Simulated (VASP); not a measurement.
Wanted: the native input for a VASP 6.6.1 run.

```
Task                   : relaxation of cell and atoms
Functional             : PBE
Potentials or basis    : VASP PAW PBE potentials, release 64 (Zn, O)
Cutoff                 : 600 eV
k mesh                 : 6 × 6 × 4
Occupations            : gaussian, width 0.1 eV
Spin                   : no spin polarisation
Dipole correction      : no
Further INCAR settings : ALGO = Fast; EDIFF = 1e-06; IBRION = 2; EDIFFG = -0.01; NSW = 100; ISIF = 3
```

The structure of Zn6O lies in POSCAR:

```
Zn6O
1.0
    5.0757709177      0.0000000000      0.0000000000
   -2.5378854588      4.3957465585      0.0000000000
    0.0000000000      0.0000000000      8.9887133722
Zn O
12 2
Direct
    0.9692835303      0.6596109087      0.3819710192
    0.3403890913      0.0307164697      0.1180289808
    0.6903273784      0.0307164697      0.3819710192
    0.9692835303      0.3096726216      0.1180289808
    0.3403890913      0.3096726216      0.3819710192
    0.6903273784      0.6596109087      0.1180289808
    0.6596109087      0.6903273784      0.6180289808
    0.0307164697      0.6903273784      0.8819710192
    0.3096726216      0.3403890913      0.8819710192
    0.0307164697      0.3403890913      0.6180289808
    0.3096726216      0.9692835303      0.6180289808
    0.6596109087      0.9692835303      0.8819710192
    0.3333333333      0.6666666667      0.2500000000
    0.6666666667      0.3333333333      0.7500000000
```

The input as run:

INCAR

```
SYSTEM = Zn6O
PREC = Accurate
ENCUT = 600
EDIFF = 1E-6
ISMEAR = 0
SIGMA = 0.1
LREAL = .FALSE.
LASPH = .TRUE.
NELM = 80
ALGO = Fast
ISIF = 3
LWAVE = .FALSE.
LCHARG = .FALSE.
GGA = PE
IBRION = 2
NSW = 100
EDIFFG = -0.01
```

KPOINTS

```
regular mesh
0
G
  6 6 4
  0 0 0
```

Potentials or basis: VASP PAW PBE potentials, release 64 (Zn, O).

Run with:

```bash
$ cat potpaw_PBE.64/Zn/POTCAR potpaw_PBE.64/O/POTCAR > POTCAR
$ mpirun -np 1 vasp_std > vasp.out
```

It gave:

The relaxed volume is 14.42 Å³/atom, the relaxed cell is a = 5.080 Å, b = 5.080 Å, c = 9.034 Å, α = 90.00°, β = 90.00°, γ = 120.00° and the space group after relaxing (to 0.1 Å) is P-31c (No. 163). The energy gained by relaxing is 0.6 meV/atom. The ionic steps are 10. The pressure after relaxing is 0.1 GPa and the largest force after relaxing is 0.006 eV/Å. The band gap on the k mesh is zero (bands 78 and 79 overlap by 1.24 eV).

It took 89 min on 1 thread of Oxide Virtual Turin-like Processor, on a shared host, peak memory 0.59 GiB.
